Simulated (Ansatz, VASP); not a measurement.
As2H: VASP beside Ansatz

The input INCAR:

```
SYSTEM = As2H
PREC = Accurate
ENCUT = 520
EDIFF = 1E-6
ISMEAR = 0
SIGMA = 0.05
LREAL = .False.
LASPH = .True.
NELM = 150
ALGO = Normal
ISIF = 2
LWAVE = .False.
LCHARG = .False.
ISPIN = 2
MAGMOM = 0 0 1
LORBIT = 11
LDIPOL = .True.
IDIPOL = 3
DIPOL = 0.5 0.5 0.280
GGA = PE
IVDW = 12
NBANDS = 16
```

The input KPOINTS:

```
regular mesh
0
Gamma
  9 9 1
  0 0 0
```

POSCAR

```
As2H
1.0
    3.5713387681      0.0000000000      0.0000000000
   -1.7856693841      3.0928700987      0.0000000000
    0.0000000000      0.0000000000     18.3976402524
As H
2 1
Direct
    0.3333333333      0.6666666667      0.2933876398
    0.6666666667      0.3333333333      0.2174191877
    0.8333333333      0.6666666667      0.3303489018
```

Input for Ansatz:

```yaml
crystal:
  lattice:
    - [3.5713387681, 0.0, 0.0]
    - [-1.7856693841, 3.0928700987, 0.0]
    - [0.0, 0.0, 18.3976402524]
  atoms:
    - { symbol: As, position: [0.3333333333, 0.6666666667, 0.2933876398] }
    - { symbol: As, position: [0.6666666667, 0.3333333333, 0.2174191877] }
    - { symbol: H, position: [0.8333333333, 0.6666666667, 0.3303489018], spin: 1.0 }
basis:
  ecutwfc: 420
kpoints:
  mp_grid: { grid: [9, 9, 1] }
hamiltonian:
  xc: pbe
  dispersion: d3bj
scf:
  occupations: { method: gaussian, width: 0.05 }
output:
  forces: true
  eigenvalues: true
  populations: true
  write_density: true
  write_potential: true
  elf: true
  volumetric_format: npy
magnetization:
  spin_polarized: true
efield:
  axis: 3
  dipole_correction: true
  ramp_width: 0.04
```

Alike in both runs: task single point; functional PBE; dispersion D3(BJ); k mesh 9 × 9 × 1; occupations gaussian, width 0.05 eV; collinear spin.

|  | VASP | Ansatz |
| --- | --- | --- |
| version | VASP 6.6.1 | Ansatz 0.2.0 |
| potentials or method | VASP PAW PBE potentials, release 64 (As, H), cutoff 520 eV | scalar-relativistic, plane waves, PAW |
| valence electrons in the cell | 11 | 31 |

|  | VASP | Ansatz | Ansatz less VASP |
| --- | --- | --- | --- |
| gap on the k mesh at the Fermi level (eV) | none | none | - |
| rms of the force components (eV/Å) | 0.801 | 0.776 | -0.0251 |
| net moment per atom (μB) | 0.17 | 0.17 | 0.000 |
| size of the moment on the site where the two differ most (μB) | 0.07 | 0.11 | +0.039 |

Site moments also hang on the region over which each program counts them. Atom by atom the forces differ by 0.032 eV/Å (rms over components). A gap of «none» marks a metal or a gap that the smearing closes. VASP's potentials hold 11 valence electrons a cell and Ansatz's 31, so a difference there can come from the potentials and not from the codes. Ansatz's warnings: xc potential rough in thin density.
